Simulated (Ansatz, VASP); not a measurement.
# One calculation of C4N, two programs

```
CELL_PARAMETERS angstrom
2.43409 0.00000 0.00000
-1.21704 2.10798 0.00000
0.00000 0.00000 10.61096
ATOMIC_POSITIONS crystal
C 0.33333 0.66667 0.68309
C 0.33333 0.66667 0.31690
C 0.66667 0.33333 0.31691
C 0.66667 0.33333 0.68310
N 0.00000 0.00000 0.00000
```

Change from the starting cell: species swapped into the Co4H type (P-3m1, No. 164).

Alike in both runs: functional PBE; k mesh 6 × 6 × 2; occupations gaussian, width 0.1 eV; no spin polarisation.

Ansatz relaxed the structure, and its values are those at the end. VASP's run is a single point on that final structure, the one shown.

|  | VASP | Ansatz |
| --- | --- | --- |
| version | VASP 6.6.1 | Ansatz 0.2.0 |
| potentials or method | VASP PAW PBE potentials, release 64 (C, N), cutoff 520 eV | scalar-relativistic, plane waves, PAW |
| valence electrons in the cell | 21 | 21 |

VASP gave:

| Property | Result |
| --- | --- |
| gap on the k mesh at the Fermi level (eV) | none |
| pressure (GPa) | 0.3 |

Estimate Ansatz's values.

gap on the k mesh at the Fermi level (eV): none; pressure (GPa): 0.1.

A gap of «none» marks a metal or a gap that the smearing closes. With one functional, cell and mesh, what is left measures potentials, basis and numerics.

The k mesh is coarse, so the values compare programs but aren't converged.
